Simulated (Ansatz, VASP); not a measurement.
Two plane-wave programs on Al36H

```
Al H
1.0
     5.62884    0.00000    0.00000
    -2.81442    4.87472    0.00000
     0.00000    0.00000   35.90736
Al H
36 1
Direct
  0.16667 0.33333 0.11140
  0.16667 0.83333 0.11140
  0.66667 0.33333 0.11140
  0.66667 0.83333 0.11140
  0.00000 0.00000 0.17574
  0.00000 0.50000 0.17574
  0.50000 0.00000 0.17574
  0.50000 0.50000 0.17574
  0.33333 0.16667 0.24008
  0.33333 0.66667 0.24008
  0.83333 0.16667 0.24008
  0.83333 0.66667 0.24008
  0.00000 0.00000 0.30442
  0.00000 0.50000 0.30442
  0.50000 0.00000 0.30442
  0.50000 0.50000 0.30442
  0.16667 0.33333 0.36825
  0.16667 0.83333 0.36825
  0.66667 0.33333 0.36825
  0.66667 0.83333 0.36825
  0.00000 0.00000 0.43207
  0.00000 0.50000 0.43207
  0.50000 0.00000 0.43207
  0.50000 0.50000 0.43207
  0.33333 0.16667 0.49678
  0.33333 0.66667 0.49678
  0.83333 0.16667 0.49678
  0.83333 0.66667 0.49678
  0.00000 0.00000 0.56112
  0.00000 0.50000 0.56112
  0.50000 0.00000 0.56112
  0.50000 0.50000 0.56112
  0.16667 0.33333 0.62682
  0.16667 0.83333 0.62682
  0.66667 0.33333 0.62682
  0.66667 0.83333 0.62682
  0.25000 0.50000 0.69644
```

Alike in both runs: task single point; functional PBE; dispersion D3(BJ); k mesh 6 × 6 × 1; occupations gaussian, width 0.1 eV; no spin polarisation.

```csv
,VASP,Ansatz
version,VASP 6.6.1,Ansatz 0.2.0
potentials or method,"VASP PAW PBE potentials, release 64 (Al, H), cutoff 520 eV","scalar-relativistic, plane waves, PAW"
valence electrons in the cell,109,109
```

|  | VASP | Ansatz | Ansatz less VASP |
| --- | --- | --- | --- |
| gap on the k mesh at the Fermi level (eV) | none | none | - |
| rms of the force components (eV/Å) | 0.186 | 0.186 | 0.0000 |

Atom by atom the forces differ by 0.001 eV/Å (rms over components). A gap of «none» marks a metal or a gap that the smearing closes.
